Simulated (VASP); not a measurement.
Set up this calculation in VASP 6.6.1, as the native input.

- Task: single point
- Functional: PBE
- Potentials or basis: VASP PAW PBE potentials, release 64 (Sr_sv, Al)
- Cutoff: 520 eV
- k mesh: 8 × 8 × 8
- Occupations: gaussian, width 0.05 eV
- Spin: no spin polarisation
- Dipole correction: no
- Further INCAR settings: ALGO = Normal; EDIFF = 1e-06; NBANDS = 18

The structure of SrAl3 lies in POSCAR:

```
SrAl3
1.0
    4.4737020881      0.0000000000      0.0000000000
    0.0000000000      4.4737020881      0.0000000000
    0.0000000000      0.0000000000      4.4737020881
Sr Al
1 3
Direct
    0.0000000000      0.0000000000      0.0000000000
    0.0000000000      0.5000000000      0.5000000000
    0.5000000000      0.5000000000      0.0000000000
    0.5000000000      0.0178822815      0.5000000000
```

This cell differs from its parent crystal: atom 4 (Al) moved 0.08 Å along y.

The input as run:

INCAR

```
PREC = Accurate
ENCUT = 520
EDIFF = 1E-6
ISMEAR = 0
SIGMA = 0.05
LREAL = False
LASPH = True
NELM = 100
ALGO = Normal
ISIF = 2
LWAVE = False
LCHARG = True
GGA = PE
LELF = True
LVHAR = True
NBANDS = 18
```

KPOINTS

```
regular mesh
0
Gamma
  8 8 8
```

Potentials or basis: VASP PAW PBE potentials, release 64 (Sr_sv, Al).

Command:

```sh
$ cat potpaw_PBE.64/Sr_sv/POTCAR potpaw_PBE.64/Al/POTCAR > POTCAR
$ mpirun -np 1 vasp_std > vasp.out
```

It gave:

| Property | Result |
| --- | --- |
| Pressure | 0.0 GPa |
| Largest force | 0.034 eV/Å |

Caveat: the cell differs from its parent crystal (atom 4 (Al) moved 0.08 Å along y).

Run time: 2.4 min on 1 thread of Oxide Virtual Turin-like Processor (shared host), peak memory 0.25 GiB.
